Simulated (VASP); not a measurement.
# FeO (R-3m) in VASP: further runs, part 2 of 2

VASP 6.6.1. The steps go on from the part before.

## Step 3: Single point, PBEsol, collinear spin, ferromagnetic start (volume scaled by 0.97, then relaxed in part)

File INCAR:

```
SYSTEM = FeO
PREC     = Accurate       ! precision mode
ENCUT    = 520            ! plane-wave cutoff, eV
EDIFF    = 1E-7           ! SCF threshold, eV
ISMEAR   = 0              ! smearing method
SIGMA    = 0.1            ! smearing width, eV
LREAL    = .False.        ! projectors in reciprocal space
LASPH    = .True.         ! aspherical terms in the spheres
NELM     = 150            ! most SCF steps
ALGO     = Normal         ! electronic algorithm
ISIF     = 2              ! what is computed and relaxed
LWAVE    = .False.        ! write WAVECAR
LCHARG   = .False.        ! write CHGCAR
ISPIN    = 2              ! spin polarisation
MAGMOM   = 3.76 0.37      ! initial moments
LORBIT   = 11             ! projections on sites
LMAXMIX  = 4              ! l up to which the mixer works
GGA      = PS             ! functional
NBANDS   = 18             ! bands
```

File KPOINTS:

```
regular mesh
0
Gamma
  18 18 18
  0 0 0
```

File POSCAR:

```
FeO
1.0
    1.4856754253      0.8577551067      2.4272505539
   -1.4856754253      0.8577551067      2.4272505539
    0.0000000000     -1.7155102134      2.4272505539
Fe O
1 1
Direct
    0.0000000000      0.0000000000      0.0000000000
    0.5000000000      0.5000000000      0.5000000000
```

Potentials or basis: VASP PAW PBE potentials, release 64 (Fe, O).

Command:

```
$ cat potpaw_PBE.64/Fe/POTCAR potpaw_PBE.64/O/POTCAR > POTCAR
$ mpirun -np 1 vasp_std > vasp.out
```

OUTCAR:

```text
SYSTEM = FeO
   PREC = Accurate
   ENCUT = 520
   EDIFF = 1E-7
   ISMEAR = 0
   LREAL = .False.
   LASPH = .True.
   NELM = 150
   ISIF = 2
   ISPIN = 2
   LORBIT = 11
   GGA = PS

 ion  position               nearest neighbor table
   1  0.000  0.000  0.000-   2 2.10   2 2.10   2 2.10   2 2.10   2 2.10   2 2.10
   2  0.500  0.500  0.500-   1 2.10   1 2.10   1 2.10   1 2.10   1 2.10   1 2.10

  LATTYP: Found a trigonal (rhomboedric) cell.
 ALAT       =     2.9722921364
 COS(alpha) =     0.5003166367

  Lattice vectors:

 A1 = (   1.4856754253,   0.8577551067,   2.4272505539)
 A2 = (  -1.4856754253,   0.8577551067,   2.4272505539)
 A3 = (   0.0000000000,  -1.7155102134,   2.4272505539)

Analysis of symmetry for initial positions (statically):
=====================================================================
 Subroutine PRICEL returns:
 Original cell was already a primitive cell.

 Routine SETGRP: Setting up the symmetry group for a
 trigonal (rhombohedral) supercell.

 Subroutine GETGRP returns: Found 12 space group operations
 (whereof 12 operations were pure point group operations)
 out of a pool of 12 trial point group operations.

[... 696 lines left out ...]
      1     -13.8338      1.00000
      2       3.4385      1.00000
      3       3.4418      1.00000
      4       3.4418      1.00000
      5       6.0563      1.00000
      6       6.0592      1.00000
[... 493 lines left out ...]
     17      34.6232      0.00000
     18      36.9759      0.00000

 [... further k-points ...]
[... 5 lines left out ...]
  --------------------------------------------------------------------------------------
  -------------------------------------------------------------------------------------
  Total        0.8546182      0.8546182      0.8511115      0.0000000     -0.0000000      0.0000000
  in kB       73.7784665     73.7784665     73.4757322      0.0000000     -0.0000000      0.0000000
  external PRESSURE =      73.6775550 kB  Pullay stress =       0.0000000 kB

 VOLUME and BASIS-vectors are now :
 -----------------------------------------------------------------------------
  energy-cutoff  :      520.00
  volume of cell :       18.56
      direct lattice vectors                 reciprocal lattice vectors
     1.485675425  0.857755107  2.427250554     0.336547264  0.194305654  0.137329594
    -1.485675425  0.857755107  2.427250554    -0.336547264  0.194305654  0.137329594
     0.000000000 -1.715510213  2.427250554     0.000000000 -0.388611307  0.137329594

 POSITION                                       TOTAL-FORCE (eV/Angst)
 -----------------------------------------------------------------------------------
      0.00000      0.00000      0.00000         0.000000      0.000000      0.000000
      0.00000      0.00000      3.64088        -0.000000     -0.000000     -0.000000
 -----------------------------------------------------------------------------------
    total drift:                               -0.000000      0.000000     -0.000000

  FREE ENERGIE OF THE ION-ELECTRON SYSTEM (eV)
  ---------------------------------------------------
  free  energy   TOTEN  =       -15.8499351262 eV

  energy  without entropy=      -15.8438580956  energy(sigma->0) =      -15.84689661

 total charge

# of ion       s       p       d       tot
------------------------------------------
    1        0.315   0.420   6.146   6.882
    2        1.552   3.457   0.000   5.009
--------------------------------------------------
tot          1.867   3.877   6.146  11.890

 magnetization (x)

# of ion       s       p       d       tot
------------------------------------------
    1        0.027   0.023   3.545   3.595
    2        0.033   0.285   0.000   0.319
--------------------------------------------------
tot          0.060   0.308   3.545   3.913
```

It took 9.4 min on 1 thread of Oxide Virtual Turin-like, shared host; peak memory 0.37 GiB.

What came out:

```
Free energy                                           : -15.8499 eV
Pressure                                              : 7.4 GPa
Band gap on the k mesh                                : zero (filled and empty bands overlap)
Net moment                                            : 4.00 μB per cell
Site moments                                          : Fe +3.60; O +0.32 μB
Valence electrons inside the program's atomic spheres : Fe 6.88; O 5.01
```

Caveat: the PAW data sets were made with another functional, which shifts forces and pressure a little; a cell with one magnetic atom can't hold antiferromagnetic order, which such compounds often take; semilocal functionals often make such compounds metallic where correlation or magnetic order opens a gap, which also shifts bond lengths.
